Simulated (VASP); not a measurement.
Input of a VASP 6.6.1 run:

File INCAR:

```
PREC = Accurate
ENCUT = 520
EDIFF = 1E-7
ISMEAR = 0
SIGMA = 0.05
LREAL = False
LASPH = True
NELM = 80
ALGO = Normal
ISIF = 2
LWAVE = False
LCHARG = False
GGA = PS
NBANDS = 20
```

KPOINTS

```
Automatic mesh
0
Gamma
  9 9 2
```

Contents of POSCAR:

```
WSe2
1.0
    3.2702124402      0.0000000000      0.0000000000
   -1.6351062201      2.8320870490      0.0000000000
    0.0000000000      0.0000000000     16.6611439352
W Se
1 2
Direct
    0.0000000000      0.0000000000     -0.0020625895
    0.3333333333      0.6666666667      0.1027998978
    0.3333333333      0.6666666667      0.9020016932
```

Potentials or basis: VASP PAW PBE potentials, release 64 (W_sv, Se).

The run is started by

```bash
$ cat potpaw_PBE.64/W_sv/POTCAR potpaw_PBE.64/Se/POTCAR > POTCAR
$ mpirun -np 1 vasp_std > vasp.out
```

What does it give for the largest force?

2.223 eV/Å.

Predict the band gap on the k mesh.

1.69 eV, direct.

Forces on the atoms (eV/Å):
```
W    0.000  0.000  2.223
Se   0.000  0.000 -0.953
Se   0.000  0.000 -1.270
```

Caveat: the PAW data sets were made with another functional, which shifts forces and pressure a little; spin-orbit coupling is left out, which moves the levels of the heavy elements.
